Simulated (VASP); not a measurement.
Here is a VASP 6.6.1 calculation.

Contents of POSCAR:

```
Cu
1.0
    0.0000000000      1.8075000000      1.8075000000
    1.8075000000      0.0000000000      1.8075000000
    1.8075000000      1.8075000000      0.0000000000
Cu
1
Direct
    0.0000000000      0.0000000000      0.0000000000
```

The input INCAR.step1:

```
PREC     = Accurate       # precision mode
ENCUT    = 520            # plane-wave cutoff, eV
ISMEAR   = 0              # smearing method
SIGMA    = 0.1            # smearing width, eV
LREAL    = F              # projectors in reciprocal space
LASPH    = T              # aspherical terms in the spheres
NELM     = 80             # most SCF steps
NBANDS   = 12             # bands
GGA      = PE             # functional
ALGO     = Normal         # electronic algorithm
EDIFF    = 1E-4           # SCF threshold, eV
LWAVE    = T              # write WAVECAR
LCHARG   = F              # write CHGCAR
```

Contents of INCAR.step2:

```
PREC     = Accurate       # precision mode
ENCUT    = 520            # plane-wave cutoff, eV
EDIFF    = 1E-6           # SCF threshold, eV
ISMEAR   = 0              # smearing method
SIGMA    = 0.1            # smearing width, eV
LREAL    = F              # projectors in reciprocal space
LASPH    = T              # aspherical terms in the spheres
NELM     = 80             # most SCF steps
ALGO     = Normal         # electronic algorithm
ISIF     = 2              # what is computed and relaxed
LWAVE    = F              # write WAVECAR
LCHARG   = T              # write CHGCAR
METAGGA  = R2SCAN         # meta-GGA
LMIXTAU  = T            
LUSE_VDW = T            
IVDW_NL  = 2            
BPARAM   = 11.95        
CPARAM   = 0.0093       
LELF     = T              # ELF
LVHAR    = T            
NBANDS   = 12             # bands
ISTART   = 1
```

File KPOINTS:

```
Automatic mesh
0
Gamma
  8 8 8
```

Potentials or basis: VASP PAW PBE potentials, release 64 (Cu).

Command:

```sh
$ cat potpaw_PBE.64/Cu/POTCAR > POTCAR
$ cp INCAR.step1 INCAR
$ mpirun -np 1 vasp_std > vasp.out
$ cp INCAR.step2 INCAR
$ mpirun -np 1 vasp_std > vasp.out
```

Task: Predict the pressure.

Result: -5.1 GPa.

Caveat: the k points lie up to 0.38 Å⁻¹ apart; the PAW data sets were made with another functional, which shifts forces and pressure a little.
